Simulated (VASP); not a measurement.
Input of a VASP 6.6.1 run:

INCAR

```
SYSTEM = MgO
PREC = Accurate
ENCUT = 520
EDIFF = 1E-8
ISMEAR = 0
SIGMA = 0.01
LREAL = .FALSE.
LASPH = .TRUE.
NELM = 60
ALGO = Normal
ISIF = 2
LWAVE = .FALSE.
LCHARG = .FALSE.
GGA = PE
LEPSILON = .TRUE.
```

File KPOINTS:

```
Automatic mesh
0
G
  8 8 8
  0 0 0
```

Contents of POSCAR:

```
MgO
1.0
    0.0000000000      2.1021680206      2.1021680206
    2.1021680206      0.0000000000      2.1021680206
    2.1021680206      2.1021680206      0.0000000000
Mg O
1 1
Direct
    0.0000000000      0.0000000000      0.0000000000
    0.5000000000      0.5000000000      0.5000000000
```

Potentials or basis: VASP PAW PBE potentials, release 64 (Mg, O).

Run with:

```sh
$ cat potpaw_PBE.64/Mg/POTCAR potpaw_PBE.64/O/POTCAR > POTCAR
$ mpirun -np 1 vasp_std > vasp.out
```

Task: What does it give for the electronic dielectric tensor (diagonal)?

Result: 3.13.

Task: Predict the Born charges (mean of the diagonal).

Result: Mg +1.97; O -1.97 e.

Task: What does it give for the band gap on the k mesh?

Result: 4.78 eV.

Born effective charge tensors (e):
atom 1, Mg
```
1.97 0.00 0.00
0.00 1.97 0.00
0.00 0.00 1.97
```
atom 2, O
```
-1.97  0.00  0.00
 0.00 -1.97  0.00
 0.00  0.00 -1.97
```
